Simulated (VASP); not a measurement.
A run of VASP 6.6.1 is set up as follows.

INCAR

```
SYSTEM = NaCl
ALGO = Normal
EDIFF = 1E-7
ENCUT = 520
GGA = PE
ISIF = 2
ISMEAR = 0
LASPH = .True.
LCHARG = .False.
LREAL = .False.
LWAVE = .False.
NBANDS = 14
NELM = 100
PREC = Accurate
SIGMA = 0.05
```

Contents of KPOINTS:

```
k-points
0
Gamma
  8 8 8
  0 0 0
```

Contents of POSCAR:

```
NaCl
1.0
    0.0000000000      2.7184800000      3.0582900000
    2.7184800000      0.0000000000      3.0582900000
    2.7184800000      2.7184800000      0.0000000000
Na Cl
1 1
Direct
    0.0000000000      0.0000000000      0.0000000000
    0.5000000000      0.5000000000      0.5000000000
```

Potentials or basis: VASP PAW PBE potentials, release 64 (Na_pv, Cl).

Command:

```sh
$ cat potpaw_PBE.64/Na_pv/POTCAR potpaw_PBE.64/Cl/POTCAR > POTCAR
$ mpirun -np 1 vasp_std > vasp.out
```

Question: What does it give for the band gap on the k mesh?

Answer: 5.07 eV.

Question: Predict the pressure.

Answer: 1.3 GPa.

Stress tensor (GPa, compression positive):
```
 2.71  0.00  0.00
 0.00  2.71  0.00
 0.00  0.00 -1.40
```

Caveat: the cell differs from its parent crystal (strain -0.040 along x and y, +0.080 along z). A k mesh can miss the band edges.
